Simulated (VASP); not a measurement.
Input of a VASP 6.6.1 run:

The input INCAR:

```
SYSTEM = Al3C4
ALGO = Normal
EDIFF = 1E-6
ENCUT = 1300
GGA = PE
GGA_COMPAT = .FALSE.
ISIF = 2
ISMEAR = 0
LASPH = .TRUE.
LCHARG = .FALSE.
LREAL = .FALSE.
LWAVE = .FALSE.
NBANDS = 22
NELM = 120
PREC = Accurate
SIGMA = 0.1
```

File KPOINTS:

```
k-points
0
G
  10 10 8
  0 0 0
```

File POSCAR:

```
Al3C4
1.0
    4.0889974779      0.0000000000      0.0000000000
    0.0000000000      4.0889974779      0.0000000000
    0.0000000000      0.0000000000      4.9038085293
Al C
3 4
Direct
    0.0000000000      0.0000000000      0.2599071012
    0.0000000000      0.0000000000      0.7400928988
    0.5000000000      0.5000000000      0.0000000000
    0.3189945136      0.3189945136      0.5000000000
    0.6810054864      0.6810054864      0.5000000000
    0.6810054864      0.3189945136      0.5000000000
    0.3189945136      0.6810054864      0.5000000000
```

Potentials or basis: VASP PAW PBE potentials, release 64 (Al, C_h).

Command:

```sh
$ cat potpaw_PBE.64/Al/POTCAR potpaw_PBE.64/C_h/POTCAR > POTCAR
$ mpirun -np 1 vasp_std > vasp.out
```

Q: Estimate the pressure.

A: -0.1 GPa.

Q: What does it give for the largest force?

A: 0.006 eV/Å.

Q: What does it give for the band gap on the k mesh?

A: Zero (an odd number of electrons rules out a gap without spin polarisation).

Forces on the atoms (eV/Å):
```
Al   0.000  0.000 -0.003
Al   0.000  0.000  0.003
Al   0.000  0.000  0.000
C   -0.004 -0.004  0.000
C    0.004  0.004  0.000
C    0.004 -0.004  0.000
C   -0.004  0.004  0.000
```

Caveat: an odd number of electrons without spin polarisation forces a metal; a magnetic or distorted state may lie lower.
